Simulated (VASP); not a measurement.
Set up this calculation in VASP 6.6.1, as the native input.

```yaml
Task: single point
Functional: PBEsol
Potentials_or_basis: VASP PAW PBE potentials, release 64 (Ru_pv)
Cutoff: 520 eV
k_mesh: 18 × 18 × 18
Occupations: fermi-dirac, width 0.05 eV
Spin: no spin polarisation
Dipole_correction: no
Further_INCAR_settings: ALGO = Normal; EDIFF = 1e-07; NBANDS = 13
```

The structure of Ru lies in POSCAR:

```
Ru
1.0
    2.1749474049      0.0000000000      0.0000000000
    0.0000000000      2.1749474049      0.0000000000
    0.0000000000      0.0000000000      2.1749474049
Ru
1
Direct
    0.0000000000      0.0000000000      0.0000000000
```

This isn't the form of Ru at room conditions, which is hcp.

These files were run (other wordings do the same):

INCAR

```
PREC = Accurate
ENCUT = 520
EDIFF = 1E-7
ISMEAR = -1
SIGMA = 0.05
LREAL = F
LASPH = T
NELM = 80
ALGO = Normal
ISIF = 2
LWAVE = F
LCHARG = F
GGA = PS
NBANDS = 13
```

KPOINTS

```
Automatic mesh
0
Gamma
  18 18 18
```

Potentials or basis: VASP PAW PBE potentials, release 64 (Ru_pv).

The run is started by

```bash
$ cat potpaw_PBE.64/Ru_pv/POTCAR > POTCAR
$ mpirun -np 1 vasp_std > vasp.out
```

It gave:

The pressure is 245.1 GPa and the band gap on the k mesh is zero (bands 7 and 8 overlap by 8.75 eV).

Caveat: the cell stands under pressure; the PAW data sets were made with another functional, which shifts forces and pressure a little.

Wall time 16 s on 1 thread of Intel Xeon 8259CL, with other jobs on the host, peak memory 0.14 GiB.
